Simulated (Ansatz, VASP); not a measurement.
# One calculation of MgBe2Te2O, two programs

```
CELL_PARAMETERS angstrom
3.64135 0.00000 0.00000
0.00000 3.64135 0.00000
0.00000 0.00000 7.67450
ATOMIC_POSITIONS crystal
Mg 0.00000 0.00000 0.50000
Be 0.00000 0.50000 0.00000
Be 0.50000 0.00000 0.00000
Te 0.50000 0.50000 0.26847
Te 0.50000 0.50000 0.73153
O 0.00000 0.00000 0.00000
```

Change from the starting cell: species swapped into the YCr2Si2C type (P4/mmm, No. 123).

Alike in both runs: functional PBE; k mesh 4 × 4 × 4; occupations gaussian, width 0.1 eV; no spin polarisation.

Ansatz relaxed the structure, and its values are those at the end. VASP's run is a single point on that final structure, the one shown.

|  | VASP | Ansatz |
| --- | --- | --- |
| version | VASP 6.6.1 | Ansatz 0.2.0 |
| potentials or method | VASP PAW PBE potentials, release 64 (Mg, Be, Te, O), cutoff 520 eV | scalar-relativistic, plane waves, PAW |
| valence electrons in the cell | 24 | 52 |

```csv
,VASP,Ansatz,Ansatz less VASP
gap on the k mesh at the Fermi level (eV),none,none,-
pressure (GPa),0.1,0.0,-0.03
rms of the force components (eV/Å),0.005,0.001,-0.0038
```

A gap of «none» marks a metal or a gap that the smearing closes. With one functional, cell and mesh, what is left measures potentials, basis and numerics. VASP's potentials hold 24 valence electrons a cell and Ansatz's 52, so a difference there can come from the potentials and not from the codes.

The k mesh is coarse, so the values compare programs but aren't converged. Spin-orbit coupling is off throughout.
